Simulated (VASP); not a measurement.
# HC2 in VASP: single point with PBEsol

Aim: the single point of HC2 with PBEsol.

All numbers are computed with VASP 6.6.1; they aren't measurements. Logs are shortened: lines on timing, memory, paths and dates and some standing lists are left out, and cuts for length are marked.

## (1) The cell of the first run

The cell holds a slab with vacuum, 12 atoms: a = 2.513 Å, b = 3.554 Å, c = 19.269 Å, α = 90.00°, β = 90.00°, γ = 90.00°.

## (2) Single point, PBEsol

File INCAR:

```
SYSTEM = HC2
PREC = Accurate
ENCUT = 520
EDIFF = 1E-6
ISMEAR = -1
SIGMA = 0.05
LREAL = .False.
LASPH = .True.
NELM = 80
ALGO = Normal
ISIF = 2
LWAVE = .False.
LCHARG = .False.
GGA = PS
NBANDS = 30
```

File KPOINTS:

```
Automatic mesh
0
Gamma
  6 4 1
  0 0 0
```

File POSCAR:

```
HC2
1.0
    1.7769010000     -1.7769010000      0.0000000000
    0.0000000000      0.0000000000      3.5538030000
  -13.6255070000    -13.6255070000      0.0000000000
C H
8 4
Direct
    0.9957270000      0.9933860000      0.4034810000
    0.9957400000      0.2537450000      0.5965330000
    0.9957490000      0.9979190000      0.5327350000
    0.9957240000      0.2492690000      0.4672830000
    0.4957420000      0.4932940000      0.5965380000
    0.4957610000      0.7492040000      0.5327240000
    0.4956920000      0.4979370000      0.4672610000
    0.4957310000      0.7538030000      0.4034490000
    0.9957260000      0.1646260000      0.3556860000
    0.9957830000      0.0827340000      0.6443570000
    0.4957000000      0.6642560000      0.6443690000
    0.4957020000      0.5830720000      0.3555850000
```

Potentials or basis: VASP PAW PBE potentials, release 64 (C, H).

Started as:

```sh
> cat potpaw_PBE.64/C/POTCAR potpaw_PBE.64/H/POTCAR > POTCAR
> mpirun -np 1 vasp_std > vasp.out
```

OUTCAR:

```text
SYSTEM = HC2
   PREC = Accurate
   ENCUT = 520
   EDIFF = 1E-6
   ISMEAR = -1
   LREAL = .False.
   LASPH = .True.
   NELM = 80
   ISIF = 2
   GGA = PS

 ion  position               nearest neighbor table
   1  0.996  0.993  0.403-   9 1.10   8 1.52   8 1.52   4 1.53
   2  0.996  0.254  0.597-  10 1.10   5 1.52   5 1.52   3 1.53
   3  0.996  0.998  0.533-   2 1.53   6 1.54   6 1.54   4 1.55
   4  0.996  0.249  0.467-   1 1.53   7 1.54   7 1.54   3 1.55
   5  0.496  0.493  0.597-  11 1.10   2 1.52   2 1.52   6 1.53
   6  0.496  0.749  0.533-   5 1.53   3 1.54   3 1.54   7 1.55
   7  0.496  0.498  0.467-   8 1.53   4 1.54   4 1.54   6 1.55
   8  0.496  0.754  0.403-  12 1.10   1 1.52   1 1.52   7 1.53
   9  0.996  0.165  0.356-   1 1.10
  10  0.996  0.083  0.644-   2 1.10
  11  0.496  0.664  0.644-   5 1.10
  12  0.496  0.583  0.356-   8 1.10

  LATTYP: Found a simple orthorhombic cell.
 ALAT       =     2.5129174932
 B/A-ratio  =     1.4142139603
 C/A-ratio  =     7.6681295131

  Lattice vectors:

 A1 = (   1.7769010000,  -1.7769010000,   0.0000000000)
 A2 = (   0.0000000000,   0.0000000000,   3.5538030000)
 A3 = ( -13.6255070000, -13.6255070000,   0.0000000000)

Analysis of symmetry for initial positions (statically):
=====================================================================
 Subroutine PRICEL returns:
 Original cell was already a primitive cell.

 Routine SETGRP: Setting up the symmetry group for a
 simple orthorhombic supercell.

 Subroutine GETGRP returns: Found  1 space group operations
 (whereof  1 operations were pure point group operations)
 out of a pool of  8 trial point group operations.

The static configuration has the point symmetry C_1 .

Analysis of symmetry for dynamics (positions and initial velocities):
=====================================================================
 Subroutine PRICEL returns:
 Original cell was already a primitive cell.

 Routine SETGRP: Setting up the symmetry group for a
 simple orthorhombic supercell.

 Subroutine GETGRP returns: Found  1 space group operations
 (whereof  1 operations were pure point group operations)
 out of a pool of  8 trial point group operations.

The dynamic configuration has the point symmetry C_1 .

 Subroutine INISYM returns: Found  1 space group operations
 (whereof  1 operations are pure point group operations),
 and found     1 'primitive' translations

----------------------------------------------------------------------------------------

                                     Primitive cell

  volume of cell :     172.0835

  direct lattice vectors                    reciprocal lattice vectors
     1.776901000 -1.776901000  0.000000000     0.281388777 -0.281388777  0.000000000
     0.000000000  0.000000000  3.553803000     0.000000000  0.000000000  0.281388698
   -13.625507000-13.625507000  0.000000000    -0.036695882 -0.036695882  0.000000000

  length of vectors
     2.512917493  3.553803000 19.269376794     0.397943825  0.281388698  0.051895814

  position of ions in fractional coordinates (direct lattice)
     0.995727000  0.993386000  0.403481000
     0.995740000  0.253745000  0.596533000
     0.995749000  0.997919000  0.532735000
     0.995724000  0.249269000  0.467283000
     0.495742000  0.493294000  0.596538000
     0.495761000  0.749204000  0.532724000
     0.495692000  0.497937000  0.467261000
     0.495731000  0.753803000  0.403449000
     0.995726000  0.164626000  0.355686000
     0.995783000  0.082734000  0.644357000
     0.495700000  0.664256000  0.644369000
     0.495702000  0.583072000  0.355585000

  ion indices of the primitive-cell ions
   primitive index   ion index
                 1           1
                 2           2
                 3           3
                 4           4
                 5           5
                 6           6
                 7           7
                 8           8
                 9           9
                10          10
                11          11
                12          12

----------------------------------------------------------------------------------------

 KPOINTS: Automatic mesh

Automatic generation of k-mesh.
 Grid dimensions read from file:
 generate k-points for:    6    4    1

 Generating k-lattice:

  Cartesian coordinates                     Fractional coordinates (reciprocal lattice)
     0.046898130 -0.046898130  0.000000000     0.166666667  0.000000000  0.000000000
     0.000000000  0.000000000  0.070347175     0.000000000  0.250000000  0.000000000
    -0.036695882 -0.036695882  0.000000000     0.000000000  0.000000000  1.000000000

  Length of vectors
     0.066323971  0.070347175  0.051895814

  Shift w.r.t. Gamma in fractional coordinates (k-lattice)
     0.000000000  0.000000000  0.000000000

 Subroutine IBZKPT returns following result:
 ===========================================

 Found     14 irreducible k-points:

 Following reciprocal coordinates:
            Coordinates               Weight
  0.000000  0.000000  0.000000      1.000000
  0.166667  0.000000  0.000000      2.000000
  0.333333  0.000000  0.000000      2.000000
  0.500000  0.000000  0.000000      1.000000
  0.000000  0.250000  0.000000      2.000000
  0.166667  0.250000  0.000000      2.000000
  0.166667 -0.250000  0.000000      2.000000
  0.333333  0.250000  0.000000      2.000000
  0.333333 -0.250000  0.000000      2.000000
  0.500000  0.250000  0.000000      2.000000
  0.000000  0.500000  0.000000      1.000000
  0.166667  0.500000  0.000000      2.000000
  0.333333  0.500000  0.000000      2.000000
  0.500000  0.500000  0.000000      1.000000
   k-points           NKPTS =     14   k-points in BZ     NKDIM =     14   number of bands    NBANDS=     30
   number of dos      NEDOS =    301   number of ions     NIONS =     12
   total plane-waves  NPLWV =  80640
   dimension x,y,z NGX =    20 NGY =   28 NGZ =  144
   dimension x,y,z NGXF=    40 NGYF=   56 NGZF=  288
   ions per type =               8   4
   NGX,Y,Z   is equivalent  to a cutoff of  13.23, 13.10, 12.42 a.u.
   NGXF,Y,Z  is equivalent  to a cutoff of  26.46, 26.20, 24.85 a.u.
 SYSTEM =  HC2
   PREC   = accura    normal or accurate (medium, high low for compatibility)
   ISTART =      0    job   : 0-new  1-cont  2-samecut
   ICHARG =      2    charge: 1-file 2-atom 10-const
   ISPIN  =      1    spin polarized calculation?
   LNONCOLLINEAR =      F non collinear calculations
   LSORBIT =      F    spin-orbit coupling
   LASPH  =      T    aspherical Exc in radial PAW
   ENCUT  =  520.0 eV  38.22 Ry    6.18 a.u.   4.67  6.61 35.83*2*pi/ulx,y,z
   NELM   =     80;   NELMIN=  2; NELMDL= -5     # of ELM steps
   EDIFF  = 0.1E-05   stopping-criterion for ELM
   LREAL  =      F    real-space projection
   EDIFFG = 0.1E-04   stopping-criterion for IOM
   NSW    =      0    number of steps for IOM
   IBRION =     -1    ionic relax: 0-MD 1-quasi-New 2-CG
   NFREE  =      0    steps in history (QN), initial steepest desc. (CG)
   ISIF   =      2    stress and relaxation
   ISYM   =      2    0-nonsym 1-usesym 2-fastsym
   POTIM  = 0.5000    time-step for ionic-motion
   TEBEG  =    0.0;   TEEND  =   0.0 temperature during run
   PSTRESS=    0.0 pullay stress
   NELECT =      36.0000    total number of electrons
   NUPDOWN=      -1.0000    fix difference up-down
   EMIN   =  10.00;   EMAX   =-10.00  energy-range for DOS
   EFERMI =   0.00;   METHOD = LEGACY
   ISMEAR =    -1;   SIGMA  =   0.05  broadening in eV -4-tet -1-fermi 0-gaus
   EFERMI_NEDOS =   21; number of points for ismear=-14 and -15
   IALGO  =     38    algorithm
   IMIX   =      4    mixing-type and parameters
     AMIX     =   0.40;   BMIX     =  1.00
     AMIX_MAG =   1.60;   BMIX_MAG =  1.00
  volume/ion in A,a.u.               =      14.34        96.77
  Fermi-wavevector in a.u.,A,eV,Ry     =   0.971843  1.836516 12.850403  0.944478
  Thomas-Fermi vector in A             =   2.102093
   LORBIT       =      0    0 simple, 1 ext, 2 COOP (PROOUT), +10 PAW based schemes
   GGA     = PS    functional components
   LHFCALC =     F    Hartree Fock is set to
   AEXX    =    0.0000 exact exchange contribution
   IVDW    =     0    specifies the selected vdW correction
   LEPSILON=     F    determine dielectric tensor
   LRPA    =     F    only Hartree local field effects (RPA)
 non-spin polarized calculation
  energy-cutoff  :      520.00
  volume of cell :      172.08
 maximum number of plane-waves:      4666
 NGX is ok and might be reduce to    20
   NGX =  9   NGY = 13   NGZ = 71

 number of electron      36.0000003 magnetization

 Free energy of the ion-electron system (eV)
  ---------------------------------------------------
  ext. energy  EPLUGINS =         0.00000000
  ---------------------------------------------------
  free energy    TOTEN  =       -90.89806109 eV

  energy without entropy =      -90.89806109  energy(sigma->0) =      -90.89806109

 E-fermi :   1.2501     XC(G=0):  -4.9760

 val. band max:        0.1432496346   @ k =   0.0000   0.0000   0.0000
 cond. band min:       2.4922395752   @ k =   0.0000   0.0000   0.0000
 fundamental gap:      2.3489899406
 Fermi energy:         1.2500611958

 k-point     1 :       0.0000    0.0000    0.0000
  band No.  band energies     occupation
      1     -20.2162      2.00000
      2     -18.1039      2.00000
      3     -15.0756      2.00000
      4     -12.4418      2.00000
      5     -11.5007      2.00000
      6      -9.6249      2.00000
[... 22 lines left out ...]
     29       7.9780      0.00000
     30       8.4112      0.00000
[... 398 lines left out ...]
  band No.  band energies     occupation
      1     -14.4304      2.00000
      2     -14.4292      2.00000
      3     -12.7907      2.00000
      4     -12.7902      2.00000
      5     -12.1154      2.00000
      6     -12.1142      2.00000
[... 22 lines left out ...]
     29      10.6958      0.00000
     30      10.7000      0.00000

------------------------ aborting loop because EDIFF is reached ----------------------------------------

  FORCE on cell =-STRESS in cart. coord.  units (eV):
  Direction    XX          YY          ZZ          XY          YZ          ZX
  --------------------------------------------------------------------------------------
  -------------------------------------------------------------------------------------
  Total        1.4216439      1.4190600      4.7169974     -1.1470132     -0.0085202     -0.0068163
  in kB       13.2361650     13.2121070     43.9174354    -10.6792251     -0.0793267     -0.0634631
  external PRESSURE =      23.4552358 kB  Pullay stress =       0.0000000 kB

 VOLUME and BASIS-vectors are now :
 -----------------------------------------------------------------------------
  energy-cutoff  :      520.00
  volume of cell :      172.08
      direct lattice vectors                 reciprocal lattice vectors
     1.776901000 -1.776901000  0.000000000     0.281388777 -0.281388777  0.000000000
     0.000000000  0.000000000  3.553803000     0.000000000  0.000000000  0.281388698
   -13.625507000-13.625507000  0.000000000    -0.036695882 -0.036695882  0.000000000

 POSITION                                       TOTAL-FORCE (eV/Angst)
 -----------------------------------------------------------------------------------
     -3.72832     -7.26694      3.53030         0.006874      0.006470      0.003163
     -6.35873     -9.89740      0.90176        -0.006046     -0.006802     -0.000552
     -5.48944     -9.02813      3.54641         0.000840      0.000870      0.000975
     -4.59766     -8.13627      0.88585         0.003431      0.005563     -0.010534
     -7.24725     -9.00902      1.75307        -0.000381     -0.000216      0.003545
     -6.37772     -8.13955      2.66252        -0.005751     -0.002588      0.000810
     -5.48587     -7.24746      1.76957         0.002425     -0.003066      0.000715
     -4.61633     -6.37806      2.67887        -0.000277      0.001273      0.005714
     -3.07710     -6.61571      0.58505         0.024299      0.024402      0.014605
     -7.01028    -10.54910      0.29402        -0.023391     -0.022688     -0.017320
     -7.89904     -9.66066      2.36063        -0.021310     -0.022041      0.017994
     -3.96421     -5.72584      2.07212         0.019286      0.018823     -0.019115
 -----------------------------------------------------------------------------------
    total drift:                                0.000417     -0.000429     -0.000093

  FREE ENERGIE OF THE ION-ELECTRON SYSTEM (eV)
  ---------------------------------------------------
  free  energy   TOTEN  =       -90.8980610913 eV

  energy  without entropy=      -90.8980610912  energy(sigma->0) =      -90.89806109
```

Wall time 75 s (1 thread of Intel Xeon Platinum 8488C (Sapphire Rapids), shared host); peak memory 0.27 GiB.

What came out:

```
Free energy            : -90.8981 eV
Largest force          : 0.037 eV/Å
Band gap on the k mesh : 2.35 eV, direct
```

Forces in eV/Å, atoms in the order of the input:
```
C    0.007  0.006  0.003
C   -0.006 -0.007 -0.001
C    0.001  0.001  0.001
C    0.003  0.006 -0.011
C    0.000  0.000  0.004
C   -0.006 -0.003  0.001
C    0.002 -0.003  0.001
C    0.000  0.001  0.006
H    0.024  0.024  0.015
H   -0.023 -0.023 -0.017
H   -0.021 -0.022  0.018
H    0.019  0.019 -0.019
```

Caveat: the k points lie up to 0.44 Å⁻¹ apart; the PAW data sets were made with another functional, which shifts forces and pressure a little.
